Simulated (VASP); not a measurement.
# Hf (P6_3/mmc) in VASP: further runs

The runs below take Hf through single point, relaxation of cell and atoms, with PBE.

All numbers are computed with VASP 6.6.1; they aren't measurements. Logs are shortened: lines on timing, memory, paths and dates and some standing lists are left out, and cuts for length are marked.

**1. The cell of the first run**

It takes space group P6_3/mmc (No. 194, hexagonal). The conventional cell has a = 3.205 Å, b = 3.205 Å, c = 5.068 Å, α = 90.00°, β = 90.00°, γ = 120.00°. Within 4.1 Å of Hf (site symmetry -6m2) lie 12 Hf at 3.14 to 3.20 Å.

**2. Single point, PBE**

The input, INCAR:

```
SYSTEM = Hf
ALGO = Normal
EDIFF = 1E-6
ENCUT = 520
GGA = PE
ISIF = 2
ISMEAR = 0
LASPH = .True.
LCHARG = .False.
LREAL = .False.
LWAVE = .False.
NBANDS = 17
NELM = 80
PREC = Accurate
SIGMA = 0.1
```

The input, KPOINTS:

```
k-points
0
Gamma
  12 12 7
  0 0 0
```

The input, POSCAR:

```
Hf
1.0
    3.2047645027      0.0000000000      0.0000000000
   -1.6023822513      2.7754074724      0.0000000000
    0.0000000000      0.0000000000      5.0675772818
Hf
2
Direct
    0.3333333333      0.6666666667      0.7500000000
    0.6666666667      0.3333333333      0.2500000000
```

Potentials or basis: VASP PAW PBE potentials, release 64 (Hf_pv).

Started as:

```
$ cat potpaw_PBE.64/Hf_pv/POTCAR > POTCAR
$ mpirun -np 1 vasp_std > vasp.out
```

OUTCAR:

```text
SYSTEM = Hf
   EDIFF = 1E-6
   ENCUT = 520
   GGA = PE
   ISIF = 2
   ISMEAR = 0
   LASPH = .True.
   LREAL = .False.
   NELM = 80
   PREC = Accurate

 ion  position               nearest neighbor table
   1  0.333  0.667  0.750-   2 3.14   2 3.14   2 3.14   2 3.14   2 3.14   2 3.14
   2  0.667  0.333  0.250-   1 3.14   1 3.14   1 3.14   1 3.14   1 3.14   1 3.14

  LATTYP: Found a hexagonal cell.
 ALAT       =     3.2047645027
 C/A-ratio  =     1.5812635461

  Lattice vectors:

 A1 = (   3.2047645027,   0.0000000000,   0.0000000000)
 A2 = (  -1.6023822513,   2.7754074724,   0.0000000000)
 A3 = (   0.0000000000,   0.0000000000,   5.0675772818)

Analysis of symmetry for initial positions (statically):
=====================================================================
 Subroutine PRICEL returns:
 Original cell was already a primitive cell.

 Routine SETGRP: Setting up the symmetry group for a
 hexagonal supercell.

 Subroutine GETGRP returns: Found 24 space group operations
 (whereof 12 operations were pure point group operations)
 out of a pool of 24 trial point group operations.

The static configuration has the point symmetry D_3d.
 The point group associated with its full space group is D_6h.

Analysis of symmetry for dynamics (positions and initial velocities):
=====================================================================
 Subroutine PRICEL returns:
 Original cell was already a primitive cell.

 Routine SETGRP: Setting up the symmetry group for a
 hexagonal supercell.

 Subroutine GETGRP returns: Found 24 space group operations
 (whereof 12 operations were pure point group operations)
 out of a pool of 24 trial point group operations.

The dynamic configuration has the point symmetry D_3d.
 The point group associated with its full space group is D_6h.

 Subroutine INISYM returns: Found 24 space group operations
 (whereof 12 operations are pure point group operations),
 and found     1 'primitive' translations

----------------------------------------------------------------------------------------

                                     Primitive cell

  volume of cell :      45.0737

  direct lattice vectors                    reciprocal lattice vectors
     3.204764503  0.000000000  0.000000000     0.312035408  0.180153727  0.000000000
    -1.602382251  2.775407472  0.000000000     0.000000000  0.360307454  0.000000000
     0.000000000  0.000000000  5.067577282     0.000000000  0.000000000  0.197332955

  length of vectors
     3.204764503  3.204764503  5.067577282     0.360307454  0.360307454  0.197332955

  position of ions in fractional coordinates (direct lattice)
     0.333333333  0.666666667  0.750000000
     0.666666667  0.333333333  0.250000000

  ion indices of the primitive-cell ions
   primitive index   ion index
                 1           1
                 2           2

----------------------------------------------------------------------------------------

 KPOINTS: k-points

Automatic generation of k-mesh.
 Grid dimensions read from file:
 generate k-points for:   12   12    7

 Generating k-lattice:

  Cartesian coordinates                     Fractional coordinates (reciprocal lattice)
     0.026002951  0.015012811  0.000000000     0.083333333  0.000000000  0.000000000
     0.000000000  0.030025621  0.000000000     0.000000000  0.083333333  0.000000000
     0.000000000  0.000000000  0.028190422     0.000000000  0.000000000  0.142857143

  Length of vectors
     0.030025621  0.030025621  0.028190422

  Shift w.r.t. Gamma in fractional coordinates (k-lattice)
     0.000000000  0.000000000  0.000000000

 Subroutine IBZKPT returns following result:
 ===========================================

 Found     76 irreducible k-points:

 Following reciprocal coordinates:
            Coordinates               Weight
  0.000000  0.000000  0.000000      1.000000
  0.083333 -0.000000  0.000000      6.000000
  0.166667  0.000000  0.000000      6.000000
  0.250000  0.000000  0.000000      6.000000
  0.333333 -0.000000  0.000000      6.000000
  0.416667 -0.000000  0.000000      6.000000
[... 16 lines left out ...]
  0.250000  0.000000  0.142857     12.000000
  0.333333 -0.000000  0.142857     12.000000
 [... further k-points ...]
   k-points           NKPTS =     76   k-points in BZ     NKDIM =     76   number of bands    NBANDS=     17
   number of dos      NEDOS =    301   number of ions     NIONS =      2
   total plane-waves  NPLWV =  23040
   dimension x,y,z NGX =    24 NGY =   24 NGZ =   40
   dimension x,y,z NGXF=    48 NGYF=   48 NGZF=   80
   ions per type =               2
   NGX,Y,Z   is equivalent  to a cutoff of  12.45, 12.45, 13.12 a.u.
   NGXF,Y,Z  is equivalent  to a cutoff of  24.90, 24.90, 26.24 a.u.
 SYSTEM =  Hf
   PREC   = accura    normal or accurate (medium, high low for compatibility)
   ISTART =      0    job   : 0-new  1-cont  2-samecut
   ICHARG =      2    charge: 1-file 2-atom 10-const
   ISPIN  =      1    spin polarized calculation?
   LNONCOLLINEAR =      F non collinear calculations
   LSORBIT =      F    spin-orbit coupling
   LASPH  =      T    aspherical Exc in radial PAW
   ENCUT  =  520.0 eV  38.22 Ry    6.18 a.u.   5.96  5.96  9.42*2*pi/ulx,y,z
   NELM   =     80;   NELMIN=  2; NELMDL= -5     # of ELM steps
   EDIFF  = 0.1E-05   stopping-criterion for ELM
   LREAL  =      F    real-space projection
   EDIFFG = 0.1E-04   stopping-criterion for IOM
   NSW    =      0    number of steps for IOM
   IBRION =     -1    ionic relax: 0-MD 1-quasi-New 2-CG
   NFREE  =      0    steps in history (QN), initial steepest desc. (CG)
   ISIF   =      2    stress and relaxation
   ISYM   =      2    0-nonsym 1-usesym 2-fastsym
   POTIM  = 0.5000    time-step for ionic-motion
   TEBEG  =    0.0;   TEEND  =   0.0 temperature during run
   PSTRESS=    0.0 pullay stress
   NELECT =      20.0000    total number of electrons
   NUPDOWN=      -1.0000    fix difference up-down
   EMIN   =  10.00;   EMAX   =-10.00  energy-range for DOS
   EFERMI =   0.00;   METHOD = LEGACY
   ISMEAR =     0;   SIGMA  =   0.10  broadening in eV -4-tet -1-fermi 0-gaus
   EFERMI_NEDOS =   21; number of points for ismear=-14 and -15
   IALGO  =     38    algorithm
   IMIX   =      4    mixing-type and parameters
     AMIX     =   0.40;   BMIX     =  1.00
     AMIX_MAG =   1.60;   BMIX_MAG =  1.00
  volume/ion in A,a.u.               =      22.54       152.09
  Fermi-wavevector in a.u.,A,eV,Ry     =   1.248659  2.359623 21.213504  1.559149
  Thomas-Fermi vector in A             =   2.382735
   LORBIT       =      0    0 simple, 1 ext, 2 COOP (PROOUT), +10 PAW based schemes
   GGA     = PE    functional components
   LHFCALC =     F    Hartree Fock is set to
   AEXX    =    0.0000 exact exchange contribution
   IVDW    =     0    specifies the selected vdW correction
   LEPSILON=     F    determine dielectric tensor
   LRPA    =     F    only Hartree local field effects (RPA)
 non-spin polarized calculation
 Gauss-broadening in eV      SIGMA  =   0.10
  energy-cutoff  :      520.00
  volume of cell :       45.07
 maximum number of plane-waves:      1230
 NGX is ok and might be reduce to    24
   NGX = 11   NGY = 11   NGZ = 19

 number of electron      20.0000005 magnetization

 Free energy of the ion-electron system (eV)
  ---------------------------------------------------
  ext. energy  EPLUGINS =         0.00000000
  ---------------------------------------------------
  free energy    TOTEN  =       -19.85343050 eV

  energy without entropy =      -19.84580085  energy(sigma->0) =      -19.84961567

 E-fermi :   4.8762     XC(G=0): -11.2499

 val. band max:        4.8724701312   @ k =   0.0000   0.0000   0.2857
 cond. band min:       4.8847174721   @ k =   0.0833   0.0833   0.4286
 fundamental gap:      0.0122473409
 Fermi energy:         4.8761700114

 k-point     1 :       0.0000    0.0000    0.0000
  band No.  band energies     occupation
      1     -26.2139      2.00000
      2     -25.4906      2.00000
      3     -25.4906      2.00000
      4     -25.3674      2.00000
      5     -25.3654      2.00000
      6     -25.3654      2.00000
[... 9 lines left out ...]
     16       7.4856      0.00000
     17      10.1606      0.00000

 k-point     2 :       0.0833   -0.0000    0.0000
  band No.  band energies     occupation
      1     -26.1964      2.00000
      2     -25.5277      2.00000
      3     -25.5031      2.00000
      4     -25.4046      2.00000
      5     -25.3755      2.00000
      6     -25.3704      2.00000
[... 9 lines left out ...]
     16       7.2902      0.00000
     17      10.3196      0.00000

 k-point     3 :       0.1667    0.0000    0.0000
  band No.  band energies     occupation
      1     -26.1462      2.00000
      2     -25.6291      2.00000
      3     -25.5361      2.00000
      4     -25.5089      2.00000
      5     -25.3999      2.00000
      6     -25.3850      2.00000
[... 9 lines left out ...]
     16       7.5861      0.00000
     17      10.6437      0.00000

 k-point     4 :       0.2500    0.0000    0.0000
  band No.  band energies     occupation
      1     -26.0704      2.00000
      2     -25.7678      2.00000
      3     -25.6454      2.00000
      4     -25.5793      2.00000
      5     -25.4404      2.00000
      6     -25.4064      2.00000
[... 9 lines left out ...]
     16       8.4339      0.00000
     17      10.9434      0.00000

 k-point     5 :       0.3333   -0.0000    0.0000
  band No.  band energies     occupation
      1     -25.9807      2.00000
      2     -25.9062      2.00000
      3     -25.7757      2.00000
      4     -25.6209      2.00000
      5     -25.4946      2.00000
      6     -25.4290      2.00000
[... 9 lines left out ...]
     16       9.4776      0.00000
     17      11.1443      0.00000

 k-point     6 :       0.4167   -0.0000    0.0000
  band No.  band energies     occupation
      1     -26.0069      2.00000
      2     -25.8966      2.00000
      3     -25.8678      2.00000
      4     -25.6505      2.00000
      5     -25.5526      2.00000
      6     -25.4460      2.00000
[... 9 lines left out ...]
     16      10.5298      0.00000
     17      11.2491      0.00000

 k-point     7 :       0.5000    0.0000    0.0000
  band No.  band energies     occupation
      1     -26.0436      2.00000
      2     -25.9009      2.00000
      3     -25.8569      2.00000
      4     -25.6612      2.00000
      5     -25.5828      2.00000
      6     -25.4523      2.00000
[... 9 lines left out ...]
     16      11.2804      0.00000
     17      11.7598      0.00000

 k-point     8 :       0.0833    0.0833    0.0000
  band No.  band energies     occupation
      1     -26.1626      2.00000
      2     -25.5896      2.00000
      3     -25.5420      2.00000
      4     -25.4624      2.00000
      5     -25.3918      2.00000
      6     -25.3854      2.00000
[... 9 lines left out ...]
     16       7.4663      0.00000
     17      10.5048      0.00000
[... 203 lines left out ...]
      1     -25.9424      2.00000
      2     -25.8123      2.00000
      3     -25.8123      2.00000
      4     -25.7108      2.00000
      5     -25.7108      2.00000
      6     -25.6713      2.00000
[... 9 lines left out ...]
     16      10.5077      0.00000
     17      10.5248      0.00000

 k-point    20 :       0.0000    0.0000    0.1429
  band No.  band energies     occupation
      1     -26.1747      2.00000
      2     -25.4844      2.00000
      3     -25.4844      2.00000
      4     -25.4123      2.00000
      5     -25.3717      2.00000
      6     -25.3717      2.00000
[... 9 lines left out ...]
     16       7.7854      0.00000
     17      10.2350      0.00000

 k-point    21 :       0.0833   -0.0000    0.1429
  band No.  band energies     occupation
      1     -26.1595      2.00000
      2     -25.5205      2.00000
      3     -25.4966      2.00000
      4     -25.4447      2.00000
      5     -25.3847      2.00000
      6     -25.3770      2.00000
[... 9 lines left out ...]
     16       7.6702      0.00000
     17      10.3628      0.00000

 k-point    22 :       0.1667    0.0000    0.1429
  band No.  band energies     occupation
      1     -26.1169      2.00000
      2     -25.6185      2.00000
      3     -25.5432      2.00000
      4     -25.5287      2.00000
      5     -25.4091      2.00000
      6     -25.3925      2.00000
[... 9 lines left out ...]
     16       7.6983      0.00000
     17      10.6189      0.00000

 k-point    23 :       0.2500    0.0000    0.1429
  band No.  band energies     occupation
      1     -26.0585      2.00000
      2     -25.7481      2.00000
      3     -25.6748      2.00000
      4     -25.5708      2.00000
      5     -25.4441      2.00000
      6     -25.4151      2.00000
[... 9 lines left out ...]
     16       8.3623      0.00000
     17      10.8433      0.00000

 k-point    24 :       0.3333   -0.0000    0.1429
  band No.  band energies     occupation
      1     -26.0200      2.00000
      2     -25.8533      2.00000
      3     -25.7935      2.00000
      4     -25.6115      2.00000
      5     -25.4899      2.00000
      6     -25.4386      2.00000
[... 9 lines left out ...]
     16       9.3345      0.00000
     17      10.9967      0.00000

 [... further k-points ...]

------------------------ aborting loop because EDIFF is reached ----------------------------------------

  FORCE on cell =-STRESS in cart. coord.  units (eV):
  Direction    XX          YY          ZZ          XY          YZ          ZX
  --------------------------------------------------------------------------------------
  -------------------------------------------------------------------------------------
  Total       -0.1046766     -0.1046766     -0.1237948     -0.0000000      0.0000000      0.0000000
  in kB       -3.7208043     -3.7208043     -4.4003767     -0.0000000      0.0000000      0.0000000
  external PRESSURE =      -3.9473284 kB  Pullay stress =       0.0000000 kB

 VOLUME and BASIS-vectors are now :
 -----------------------------------------------------------------------------
  energy-cutoff  :      520.00
  volume of cell :       45.07
      direct lattice vectors                 reciprocal lattice vectors
     3.204764503  0.000000000  0.000000000     0.312035408  0.180153727  0.000000000
    -1.602382251  2.775407472  0.000000000     0.000000000  0.360307454  0.000000000
     0.000000000  0.000000000  5.067577282     0.000000000  0.000000000  0.197332955

 POSITION                                       TOTAL-FORCE (eV/Angst)
 -----------------------------------------------------------------------------------
     -0.00000      1.85027      3.80068        -0.000000     -0.000000      0.000000
      1.60238      0.92514      1.26689         0.000000      0.000000      0.000000
 -----------------------------------------------------------------------------------
    total drift:                               -0.000000      0.000000     -0.000000

  FREE ENERGIE OF THE ION-ELECTRON SYSTEM (eV)
  ---------------------------------------------------
  free  energy   TOTEN  =       -19.8534304976 eV

  energy  without entropy=      -19.8458008513  energy(sigma->0) =      -19.84961567
```

Wall time 26 s (1 thread of Intel Xeon Platinum 8488C (Sapphire Rapids), shared host); peak memory 0.19 GiB.

What came out:

| Item | Value |
| --- | --- |
| Free energy | -19.8534 eV |
| Pressure | -0.4 GPa |
| Band gap on the k mesh | zero (bands 10 and 11 overlap by 1.50 eV) |

Levels at points of the mesh, in eV from the Fermi level:
```csv
k point,band 7,band 8,band 9,band 10,band 11,band 12,band 13,band 14
"(0.00, 0.00, 0.00)",-7.36,-3.69,0.61,1.17,1.17,1.45,1.98,1.98
"(0.50, 0.00, 0.00)",-3.35,-2.73,-2.21,-0.82,0.78,0.86,1.66,5.83
```

Caveat: spin-orbit coupling is left out, which moves the levels of the heavy elements.

**3. Single point, PBE**

The input, INCAR:

```
ALGO = Normal
EDIFF = 1E-6
ENCUT = 520
GGA = PE
ISIF = 2
ISMEAR = 0
LASPH = True
LCHARG = True
LELF = True
LREAL = False
LVHAR = True
LWAVE = False
NBANDS = 17
NELM = 60
PREC = Accurate
SIGMA = 0.1
```

The input, KPOINTS:

```
k-points
0
Gamma
  15 15 8
```

The input, POSCAR:

```
Hf
1.0
    3.2047645027      0.0000000000      0.0000000000
   -1.6023822513      2.7754074725      0.0000000000
    0.0000000000      0.0000000000      5.0675772818
Hf
2
Direct
    0.3333333333      0.6666666667      0.7500000000
    0.6666666667      0.3333333333      0.2500000000
```

Potentials or basis: VASP PAW PBE potentials, release 64 (Hf_pv).

Started as:

```
$ cat potpaw_PBE.64/Hf_pv/POTCAR > POTCAR
$ mpirun -np 1 vasp_std > vasp.out
```

Run time: 50 s. Hardware: 1 thread of Intel Xeon Platinum 8488C (Sapphire Rapids), shared host; peak memory 0.22 GiB.

Results (log left out):

- Free energy: -19.8538 eV
- Pressure: -0.4 GPa
- Band gap on the k mesh: zero (bands 10 and 11 overlap by 1.61 eV)

Stress tensor (GPa, compression positive):
```
-0.40  0.00  0.00
 0.00 -0.40  0.00
 0.00  0.00 -0.51
```

Levels at points of the mesh, in eV from the Fermi level:
```
           k point  band 8  band 9  band 10  band 11  band 12  band 13
(0.00, 0.00, 0.00)   -3.69    0.61     1.17     1.17     1.45     1.98
(0.00, 0.00, 0.50)   -5.40    0.14     0.14     1.06     1.06     1.06
```

Caveat: spin-orbit coupling is left out, which moves the levels of the heavy elements.

**4. Relaxation of cell and atoms, PBE**

This run uses another cell than the first one, of 22.45 Å³/atom.

The input, INCAR:

```
SYSTEM = Hf
PREC     = Accurate       ! precision mode
ENCUT    = 600            ! plane-wave cutoff, eV
EDIFF    = 1E-6           ! SCF threshold, eV
ISMEAR   = 0              ! smearing method
SIGMA    = 0.1            ! smearing width, eV
LREAL    = .False.        ! projectors in reciprocal space
LASPH    = .True.         ! aspherical terms in the spheres
NELM     = 100            ! most SCF steps
ALGO     = Normal         ! electronic algorithm
ISIF     = 3              ! what is computed and relaxed
LWAVE    = .False.        ! write WAVECAR
LCHARG   = .False.        ! write CHGCAR
GGA      = PE             ! functional
IBRION   = 2              ! ionic algorithm
NSW      = 100            ! ionic steps
EDIFFG   = -0.005         ! ionic threshold
```

The input, KPOINTS:

```
Automatic mesh
0
Gamma
  15 15 8
  0 0 0
```

The input, POSCAR:

```
Hf
1.0
    3.2000007099      0.0000000000      0.0000000000
   -1.6000003549      2.7712819069      0.0000000000
    0.0000000000      0.0000000000      5.0624011231
Hf
2
Direct
    0.3333333333      0.6666666667      0.7500000000
    0.6666666667      0.3333333333      0.2500000000
```

Started as:

```
$ cat potpaw_PBE.64/Hf_pv/POTCAR > POTCAR
$ mpirun -np 1 vasp_std > vasp.out
```

It took 75 s on 1 thread of Intel Xeon Platinum 8488C (Sapphire Rapids), shared host; peak memory 0.24 GiB.

It converged, with:

* Free energy: -19.8545 eV
* Energy gained by relaxing: 0.0 meV/atom
* Ionic steps: 2
* Pressure after relaxing: 0.0 GPa
* Band gap on the k mesh: zero (bands 10 and 11 overlap by 1.61 eV)

Final structure:
```cif
data_structure
_symmetry_space_group_name_H-M 'P 1'
_symmetry_Int_Tables_number 1
_cell_length_a 3.2011
_cell_length_b 3.2011
_cell_length_c 5.0586
_cell_angle_alpha 90.000
_cell_angle_beta 90.000
_cell_angle_gamma 120.000
_cell_volume 44.89
loop_
_atom_site_label
_atom_site_type_symbol
_atom_site_fract_x
_atom_site_fract_y
_atom_site_fract_z
_atom_site_occupancy
Hf1 Hf 0.33333 0.66667 0.75000 1
Hf2 Hf 0.66667 0.33333 0.25000 1
```

Levels at points of the mesh, in eV from the Fermi level:
| k point | band 8 | band 9 | band 10 | band 11 | band 12 | band 13 |
| --- | --- | --- | --- | --- | --- | --- |
| (0.00, 0.00, 0.00) | -3.70 | 0.63 | 1.17 | 1.17 | 1.46 | 1.99 |
| (0.00, 0.00, 0.50) | -5.40 | 0.14 | 0.14 | 1.06 | 1.06 | 1.06 |

Caveat: spin-orbit coupling is left out, which moves the levels of the heavy elements.

**5. Overview**

| task | cell | k mesh | cutoff (eV) | gap on the mesh (eV) | pressure (GPa) |
| --- | --- | --- | --- | --- | --- |
| single point | a = 3.205, b = 3.205, c = 5.068 Å, angles 90.0, 90.0, 120.0°, 2 atoms | 12 × 12 × 7 | 520 | none | -0.4 |
| single point | a = 3.205, b = 3.205, c = 5.068 Å, angles 90.0, 90.0, 120.0°, 2 atoms | 15 × 15 × 8 | 520 | none | -0.4 |
| relaxation of cell and atoms | relaxed from a = 3.200, b = 3.200, c = 5.062 Å, angles 90.0, 90.0, 120.0°, 2 atoms | 15 × 15 × 8 | 600 | none | 0.0 |

Alike in all rows: level PBE; potentials or basis VASP PAW PBE potentials, release 64 (Hf_pv); no spin polarisation; smearing gaussian 0.1 eV.

Caveats: spin-orbit coupling is left out, which moves the levels of the heavy elements.

Total energies depend on the potentials used, so only differences within one code and one set of settings carry meaning.
